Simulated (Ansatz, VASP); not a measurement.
# Two plane-wave programs on GaSb

File INCAR:

```
SYSTEM = GaSb
PREC = Accurate
ENCUT = 500
EDIFF = 1E-6
ISMEAR = 0
SIGMA = 0.1
LREAL = .FALSE.
LASPH = .TRUE.
NELM = 120
ALGO = Normal
ISIF = 2
LWAVE = .FALSE.
LCHARG = .FALSE.
GGA = PS
NBANDS = 16
GGA_COMPAT = .FALSE.
```

The input KPOINTS:

```
Automatic mesh
0
G
  12 12 12
  0 0 0
```

File POSCAR:

```
GaSb
1.0
    0.0000000000      3.0558829845      3.0558829845
    3.0558829845      0.0000000000      3.0558829845
    3.0558829845      3.0558829845      0.0000000000
Ga Sb
1 1
Direct
    0.0000000000      0.0000000000      0.0000000000
    0.2500000000      0.2500000000      0.2500000000
```

Input for Ansatz:

```yaml
crystal:
  lattice:
    - [0.0, 3.0558829845, 3.0558829845]
    - [3.0558829845, 0.0, 3.0558829845]
    - [3.0558829845, 3.0558829845, 0.0]
  atoms:
    - { symbol: Ga, position: [0.0, 0.0, 0.0] }
    - { symbol: Sb, position: [0.25, 0.25, 0.25] }
basis:
  ecutwfc: 600.0
kpoints:
  mp_grid: { grid: [12, 12, 12] }
hamiltonian:
  xc: pbesol
  pseudopotentials: { kind: paw, azcp: { folder: soft_1 } }
scf:
  occupations: { method: gaussian, width: 0.1 }
output:
  forces: true
  stress: true
  eigenvalues: true
```

Alike in both runs: task single point; functional PBEsol; k mesh 12 × 12 × 12; occupations gaussian, width 0.1 eV; no spin polarisation.

|  | VASP | Ansatz |
| --- | --- | --- |
| version | VASP 6.6.1 | Ansatz 0.2.0 |
| potentials or method | VASP PAW PBE potentials, release 64 (Ga_d, Sb), cutoff 500 eV | scalar-relativistic, plane waves, PAW |
| valence electrons in the cell | 18 | 28 |

Ansatz gave:

* gap on the k mesh at the Fermi level (eV): none
* pressure (GPa): 0.0

**Question.** What did VASP give for the same quantities?

**Answer.** gap on the k mesh at the Fermi level (eV): none; pressure (GPa): 0.1.

VASP's potentials were made for PBE, not for PBEsol, and Ansatz warns of the same on its side. A gap of «none» marks a metal or a gap that the smearing closes. VASP's potentials hold 18 valence electrons a cell and Ansatz's 28, so a difference there can come from the potentials and not from the codes.

Spin-orbit coupling is off throughout.
